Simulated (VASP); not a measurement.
# Y (P6_3/mmc) in VASP: a series of runs, part 2 of 2

VASP 6.6.1.

### 3 Single point, r2SCAN

POSCAR reads:

```
Y
1.0
    3.6808463851      0.0000000000      0.0000000000
   -1.8404231926      3.1877064770      0.0000000000
    0.0000000000      0.0000000000      5.7206466204
Y
2
Direct
    0.3333333333      0.6666666667      0.2500000000
    0.6666666667      0.3333333333      0.7500000000
```

INCAR.step1 reads:

```
SYSTEM = Y
PREC = Accurate ; ENCUT = 520
ISMEAR = -1 ; SIGMA = 0.1
LREAL = .FALSE. ; LASPH = .TRUE.
NELM = 60 ; NBANDS = 18
GGA = PE ; ALGO = Normal
EDIFF = 1E-4 ; LWAVE = .TRUE.
LCHARG = .FALSE.
```

INCAR.step2 reads:

```
SYSTEM = Y
PREC = Accurate ; ENCUT = 520
EDIFF = 1E-6 ; ISMEAR = -1
SIGMA = 0.1 ; LREAL = .FALSE.
LASPH = .TRUE. ; NELM = 60
ALGO = Normal ; ISIF = 2
LWAVE = .FALSE. ; LCHARG = .FALSE.
METAGGA = R2SCAN ; LMIXTAU = .TRUE.
NBANDS = 18 ; ISTART = 1
```

KPOINTS reads:

```
regular mesh
0
G
  10 10 6
  0 0 0
```

Potentials or basis: VASP PAW PBE potentials, release 64 (Y_sv).

Command:

```
> cat potpaw_PBE.64/Y_sv/POTCAR > POTCAR
> cp INCAR.step1 INCAR
> mpirun -np 1 vasp_std > vasp.out
> cp INCAR.step2 INCAR
> mpirun -np 1 vasp_std > vasp.out
```

Run time: 2.8 min. Hardware: 1 thread of AMD EPYC 9R45 (Zen 5), shared host; peak memory 0.21 GiB.

Results (log left out):

```
Free energy            : -40.6027 eV
Pressure               : 0.0 GPa
Band gap on the k mesh : zero (band 11 reaches 4.02 eV, above the bottom of band 12 at 2.38 eV)
```

Levels at points of the mesh, in eV from the Fermi level:
| k point | band 7 | band 8 | band 9 | band 10 | band 11 | band 12 | band 13 | band 14 | band 15 | band 16 |
| --- | --- | --- | --- | --- | --- | --- | --- | --- | --- | --- |
| (0.00, 0.00, 0.00) | -23.28 | -23.26 | -4.88 | -1.83 | 0.75 | 1.96 | 1.96 | 2.38 | 2.63 | 2.63 |
| (0.50, 0.00, 0.00) | -23.41 | -23.33 | -1.71 | -1.16 | -0.78 | -0.27 | 1.52 | 1.67 | 2.27 | 5.29 |
| (0.00, 0.00, 0.50) | -23.33 | -23.33 | -3.39 | -3.39 | 1.10 | 1.10 | 1.88 | 1.88 | 1.88 | 1.88 |
| (0.50, 0.00, 0.50) | -23.40 | -23.40 | -1.63 | -1.63 | 0.11 | 0.11 | 1.36 | 1.36 | 2.99 | 2.99 |

Caveat: the PAW data sets were made with another functional, which shifts forces and pressure a little.

### 4 Single point, r2SCAN

POSCAR is that of step 3.

INCAR.step1 reads:

```
ALGO = Normal ; EDIFF = 1E-4
ENCUT = 520 ; GGA = PE
ISMEAR = -1 ; LASPH = True
LCHARG = False ; LREAL = False
LWAVE = True ; NBANDS = 18
NELM = 100 ; PREC = Accurate
SIGMA = 0.1
```

INCAR.step2 reads:

```
ALGO = Normal ; EDIFF = 1E-6
ENCUT = 520 ; ISIF = 2
ISMEAR = -1 ; ISTART = 1
LASPH = True ; LCHARG = False
LMIXTAU = True ; LREAL = False
LWAVE = False ; METAGGA = R2SCAN
NBANDS = 18 ; NELM = 100
PREC = Accurate ; SIGMA = 0.1
```

KPOINTS reads:

```
k-points
0
Gamma
  10 10 6
```

Potentials or basis: VASP PAW PBE potentials, release 64 (Y_sv).

Command:

```
> cat potpaw_PBE.64/Y_sv/POTCAR > POTCAR
> cp INCAR.step1 INCAR
> mpirun -np 1 vasp_std > vasp.out
> cp INCAR.step2 INCAR
> mpirun -np 1 vasp_std > vasp.out
```

OUTCAR:

```text
EDIFF = 1E-6
   ENCUT = 520
   ISIF = 2
   ISMEAR = -1
   ISTART = 1
   LASPH = True
   LREAL = False
   METAGGA = R2SCAN
   NELM = 100
   PREC = Accurate

 ion  position               nearest neighbor table
   1  0.333  0.667  0.250-   2 3.56   2 3.56   2 3.56   2 3.56   2 3.56   2 3.56
   2  0.667  0.333  0.750-   1 3.56   1 3.56   1 3.56   1 3.56   1 3.56   1 3.56

  LATTYP: Found a hexagonal cell.
 ALAT       =     3.6808463851
 C/A-ratio  =     1.5541660862

  Lattice vectors:

 A1 = (   3.6808463851,   0.0000000000,   0.0000000000)
 A2 = (  -1.8404231926,   3.1877064770,   0.0000000000)
 A3 = (   0.0000000000,   0.0000000000,   5.7206466204)

Analysis of symmetry for initial positions (statically):
=====================================================================
 Subroutine PRICEL returns:
 Original cell was already a primitive cell.

 Routine SETGRP: Setting up the symmetry group for a
 hexagonal supercell.

 Subroutine GETGRP returns: Found 24 space group operations
 (whereof 12 operations were pure point group operations)
 out of a pool of 24 trial point group operations.

[... 155 lines left out ...]

 Free energy of the ion-electron system (eV)
  ---------------------------------------------------
  ext. energy  EPLUGINS =         0.00000000
  ---------------------------------------------------
  free energy    TOTEN  =       -40.60269659 eV

  energy without entropy =      -40.48691516  energy(sigma->0) =      -40.54480587

 E-fermi :   2.9225     XC(G=0):  -9.9798

 val. band max:        2.9202457361   @ k =   0.3000   0.3000   0.5000
 cond. band min:       2.9530954664   @ k =   0.2000   0.0000   0.1667
 fundamental gap:      0.0328497303
 Fermi energy:         2.9224526304

 k-point     1 :       0.0000    0.0000    0.0000
  band No.  band energies     occupation
      1     -41.3027      2.00000
      2     -41.2274      2.00000
      3     -20.9285      2.00000
      4     -20.4495      2.00000
      5     -20.4495      2.00000
      6     -20.3600      2.00000
[... 481 lines left out ...]
      5     -20.6316      2.00000
      6     -20.5596      2.00000
[... 10 lines left out ...]
     17       7.9973      0.00000
     18       8.2334      0.00000

 [... further k-points ...]
[... 5 lines left out ...]
  --------------------------------------------------------------------------------------
  -------------------------------------------------------------------------------------
  Total       -0.0046549     -0.0046549     -0.0089808      0.0000000      0.0000000     -0.0000000
  in kB       -0.1111098     -0.1111098     -0.2143645      0.0000000      0.0000000     -0.0000000
  external PRESSURE =      -0.1455280 kB  Pullay stress =       0.0000000 kB

 VOLUME and BASIS-vectors are now :
 -----------------------------------------------------------------------------
  energy-cutoff  :      520.00
  volume of cell :       67.12
      direct lattice vectors                 reciprocal lattice vectors
     3.680846385  0.000000000  0.000000000     0.271676646  0.156852585  0.000000000
    -1.840423193  3.187706477  0.000000000     0.000000000  0.313705169  0.000000000
     0.000000000  0.000000000  5.720646620     0.000000000  0.000000000  0.174805414

 POSITION                                       TOTAL-FORCE (eV/Angst)
 -----------------------------------------------------------------------------------
     -0.00000      2.12514      1.43016        -0.000000     -0.000000      0.000000
      1.84042      1.06257      4.29048         0.000000      0.000000      0.000000
 -----------------------------------------------------------------------------------
    total drift:                               -0.000000      0.000000     -0.000000

  FREE ENERGIE OF THE ION-ELECTRON SYSTEM (eV)
  ---------------------------------------------------
  free  energy   TOTEN  =       -40.6026965858 eV

  energy  without entropy=      -40.4869151554  energy(sigma->0) =      -40.54480587
```

OSZICAR.step1:

```text
N       E                     dE             d eps       ncg     rms          rms(c)
DAV:   1     0.896879973258E+02    0.89688E+02   -0.11312E+04  2024   0.116E+03
DAV:   2    -0.576346393613E+01   -0.95451E+02   -0.93848E+02  2502   0.260E+02
DAV:   3    -0.130708803258E+02   -0.73074E+01   -0.72361E+01  3458   0.429E+01
DAV:   4    -0.133314970605E+02   -0.26062E+00   -0.26035E+00  2494   0.787E+00
DAV:   5    -0.133391763910E+02   -0.76793E-02   -0.76767E-02  2980   0.104E+00    0.325E+01
DAV:   6    -0.129973994883E+02    0.34178E+00   -0.43874E-01  2190   0.399E+00    0.201E+01
DAV:   7    -0.129374277218E+02    0.59972E-01   -0.86119E-01  2560   0.516E+00    0.181E+00
DAV:   8    -0.129268605887E+02    0.10567E-01   -0.16847E-01  2462   0.229E+00    0.135E+00
DAV:   9    -0.129257863157E+02    0.10743E-02   -0.39701E-03  2820   0.385E-01    0.409E-01
DAV:  10    -0.129259673761E+02   -0.18106E-03   -0.21161E-03  2150   0.405E-01    0.402E-01
DAV:  11    -0.129258750588E+02    0.92317E-04   -0.15419E-04  1786   0.110E-01
   1 F= -.12925875E+02 E0= -.12865206E+02  d E =-.121338E+00
```

Run time: 3.1 min. Hardware: 1 thread of AMD EPYC 9R45 (Zen 5), shared host; peak memory 0.21 GiB.

What came out:

```
Free energy            : -40.6027 eV
Pressure               : 0.0 GPa
Band gap on the k mesh : zero (band 11 reaches 4.02 eV, above the bottom of band 12 at 2.38 eV)
```

Caveat: the PAW data sets were made with another functional, which shifts forces and pressure a little.

### 5 Single point, r2SCAN

POSCAR is that of step 4.

INCAR.step1 reads:

```
SYSTEM = Y
PREC = Accurate
ENCUT = 520
ISMEAR = -1
SIGMA = 0.01
LREAL = .FALSE.
LASPH = .TRUE.
NELM = 60
NBANDS = 18
GGA = PE
ALGO = Normal
EDIFF = 1E-4
LWAVE = .TRUE.
LCHARG = .FALSE.
```

INCAR.step2 reads:

```
SYSTEM = Y
PREC = Accurate
ENCUT = 520
EDIFF = 1E-7
ISMEAR = -1
SIGMA = 0.01
LREAL = .FALSE.
LASPH = .TRUE.
NELM = 60
ALGO = Normal
ISIF = 2
LWAVE = .FALSE.
LCHARG = .FALSE.
METAGGA = R2SCAN
LMIXTAU = .TRUE.
NBANDS = 18
ISTART = 1
```

KPOINTS reads:

```
Automatic mesh
0
G
  10 10 6
  0 0 0
```

Command:

```
> cat potpaw_PBE.64/Y_sv/POTCAR > POTCAR
> cp INCAR.step1 INCAR
> mpirun -np 1 vasp_std > vasp.out
> cp INCAR.step2 INCAR
> mpirun -np 1 vasp_std > vasp.out
```

Run time: 3.7 min. Hardware: 1 thread of AMD EPYC 9R45 (Zen 5), shared host; peak memory 0.21 GiB.

It converged, with:

```yaml
Free_energy: -40.5452 eV
Pressure: -0.3 GPa
Band_gap_on_the_k_mesh: zero (band 11 reaches 4.02 eV, above the bottom of band 12 at 2.38 eV)
```

Stress tensor (GPa, compression positive):
```
-0.03  0.00  0.00
 0.00 -0.03  0.00
 0.00  0.00 -0.69
```

Levels at points of the mesh, in eV from the Fermi level:
| k point | band 9 | band 10 | band 11 | band 12 | band 13 | band 14 |
| --- | --- | --- | --- | --- | --- | --- |
| (0.00, 0.00, 0.00) | -4.87 | -1.83 | 0.76 | 1.97 | 1.97 | 2.38 |
| (0.50, 0.00, 0.00) | -1.70 | -1.16 | -0.77 | -0.26 | 1.53 | 1.68 |
| (0.00, 0.00, 0.50) | -3.38 | -3.38 | 1.11 | 1.11 | 1.89 | 1.89 |
| (0.50, 0.00, 0.50) | -1.63 | -1.63 | 0.12 | 0.12 | 1.37 | 1.37 |

Caveat: the PAW data sets were made with another functional, which shifts forces and pressure a little.

### 6 Summary

```csv
k mesh,smearing,gap on the mesh (eV),pressure (GPa)
8 × 8 × 5,fermi-dirac 0.1 eV,none,0.1
10 × 10 × 6,fermi-dirac 0.1 eV,none,0.0
10 × 10 × 6,fermi-dirac 0.01 eV,none,-0.3
```

Alike in all rows: task single point; level r2SCAN; potentials or basis VASP PAW PBE potentials, release 64 (Y_sv); no spin polarisation; cell as given; cutoff (eV) 520.

Every run on the cell as given and a fine mesh finds a metal.

Caveats: the PAW data sets were made with another functional, which shifts forces and pressure a little.

Total energies depend on the potentials used, so only differences within one code and one set of settings carry meaning.
